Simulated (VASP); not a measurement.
Write the native input for VASP 6.6.1 that does the following.

* Task: single point
* Functional: PBE
* Potentials or basis: VASP PAW PBE potentials, release 64 (Be, Cd, S)
* Cutoff: 600 eV
* k mesh: 4 × 4 × 4
* Occupations: gaussian, width 0.1 eV
* Spin: no spin polarisation
* Dipole correction: no
* Further INCAR settings: ALGO = Normal; EDIFF = 1e-06; NBANDS = 27

The structure of BeCd2S2 lies in POSCAR:

```
BeCd2S2
1.0
    3.7115450361      0.0000000000      0.0000000000
    0.0000000000      3.7115450361      0.0000000000
    0.0000000000      0.0000000000      7.0454096265
Be Cd S
1 2 2
Direct
    0.0000000000      0.0000000000      0.5000000000
    0.5000000000      0.5000000000      0.0000000000
    0.5000000000      0.5000000000      0.5000000000
    0.0000000000      0.0000000000      0.7811320485
    0.0000000000      0.0000000000      0.2188679515
```

The cell was built from a structure type or drawn by symmetry, and may not be a known phase.

One way to write it, as run:

INCAR

```
PREC = Accurate
ENCUT = 600
EDIFF = 1E-6
ISMEAR = 0
SIGMA = 0.1
LREAL = False
LASPH = True
NELM = 120
ALGO = Normal
ISIF = 2
LWAVE = False
LCHARG = False
GGA = PE
NBANDS = 27
GGA_COMPAT = False
```

KPOINTS

```
regular mesh
0
Gamma
  4 4 4
```

Potentials or basis: VASP PAW PBE potentials, release 64 (Be, Cd, S).

Command:

```bash
$ cat potpaw_PBE.64/Be/POTCAR potpaw_PBE.64/Cd/POTCAR potpaw_PBE.64/S/POTCAR > POTCAR
$ mpirun -np 1 vasp_std > vasp.out
```

It gave:

The pressure is 0.1 GPa, the largest force is 0.013 eV/Å and the band gap on the k mesh is zero (bands 19 and 20 overlap by 1.42 eV).

Caveat: the k points lie up to 0.42 Å⁻¹ apart, too coarse for converged energies and pressures of a metal.

Wall time 90 s on 1 thread of Intel Xeon 8259CL (shared host), peak memory 0.24 GiB.
